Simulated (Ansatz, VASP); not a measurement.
CuAs in VASP and in Ansatz

The input INCAR:

```
ALGO = Normal
EDIFF = 1E-6
ENCUT = 520
GGA = CA
ISIF = 2
ISMEAR = 0
LASPH = T
LCHARG = F
LREAL = F
LWAVE = F
NBANDS = 24
NELM = 60
PREC = Accurate
SIGMA = 0.15
```

Contents of KPOINTS:

```
k-points
0
Gamma
  15 15 10
```

File POSCAR:

```
CuAs
1.0
    4.0862547647      0.0000000000      0.0000000000
   -2.0431273823      3.5388004325      0.0000000000
    0.0000000000      0.0000000000      4.3780133549
Cu As
2 2
Direct
    0.0000000000      0.0000000000      0.5000000000
    0.0000000000      0.0000000000      0.0000000000
    0.6666666667      0.3333333333      0.7500000000
    0.3333333333      0.6666666667      0.2500000000
```

Input for Ansatz:

```yaml
crystal:
  lattice:
    - [4.0862547647, 0.0, 0.0]
    - [-2.0431273823, 3.5388004325, 0.0]
    - [0.0, 0.0, 4.3780133549]
  atoms:
    - { symbol: Cu, position: [0.0, 0.0, 0.5] }
    - { symbol: Cu, position: [0.0, 0.0, 0.0] }
    - { symbol: As, position: [0.6666666667, 0.3333333333, 0.75] }
    - { symbol: As, position: [0.3333333333, 0.6666666667, 0.25] }
basis:
  ecutwfc: 520.0
kpoints:
  mp_grid: { grid: [15, 15, 10] }
hamiltonian:
  xc: lda
scf:
  occupations: { method: gaussian, width: 0.15 }
output:
  forces: true
  stress: true
  eigenvalues: true
```

Alike in both runs: task single point; functional LDA; k mesh 15 × 15 × 10; occupations gaussian, width 0.15 eV; no spin polarisation.

|  | VASP | Ansatz |
| --- | --- | --- |
| version | VASP 6.6.1 | Ansatz 0.2.0 |
| potentials or method | VASP PAW LDA potentials, release 64 (Cu, As), cutoff 520 eV | scalar-relativistic, plane waves, PAW |
| valence electrons in the cell | 32 | 68 |

Ansatz gave:

- gap on the k mesh at the Fermi level (eV): none
- pressure (GPa): -2.7
- traceless stress, the component that is largest in VASP (GPa): 19.49

Which values does VASP return?

gap on the k mesh at the Fermi level (eV): none; pressure (GPa): -2.3; traceless stress, the component that is largest in VASP (GPa): 19.49.

LDA's correlation is that of Perdew and Zunger in VASP and of Perdew and Wang (1992) in Ansatz. A gap of «none» marks a metal or a gap that the smearing closes. VASP's potentials hold 32 valence electrons a cell and Ansatz's 68, so a difference there can come from the potentials and not from the codes.
